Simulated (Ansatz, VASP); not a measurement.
## RbH2: VASP beside Ansatz

```
CELL_PARAMETERS angstrom
5.94180 0.00000 0.00000
0.00000 5.94180 0.00000
0.00000 0.00000 6.94573
ATOMIC_POSITIONS crystal
Rb 0.00000 0.00000 0.00000
Rb 0.50000 0.50000 0.50000
H 0.45494 0.54506 0.00000
H 0.54506 0.45494 0.00000
H 0.95494 0.95494 0.50000
H 0.04506 0.04506 0.50000
```

Alike in both runs: functional PBE; k mesh 4 × 4 × 4; occupations gaussian, width 0.1 eV; no spin polarisation.

Ansatz relaxed the structure, and its values are those at the end. VASP's run is a single point on that final structure, the one shown.

|  | VASP | Ansatz |
| --- | --- | --- |
| version | VASP 6.6.1 | Ansatz 0.2.0 |
| potentials or method | VASP PAW PBE potentials, release 64 (Rb_sv, H), cutoff 520 eV | scalar-relativistic, plane waves, PAW |
| valence electrons in the cell | 22 | 22 |

VASP gave:

```
gap on the k mesh at the Fermi level (eV) : none
pressure (GPa)                            : 0.0
rms of the force components (eV/Å)        : 0.005
```

Question: What did Ansatz give for the same quantities?

Answer: gap on the k mesh at the Fermi level (eV): none; pressure (GPa): 0.0; rms of the force components (eV/Å): 0.010.

A gap of «none» marks a metal or a gap that the smearing closes.
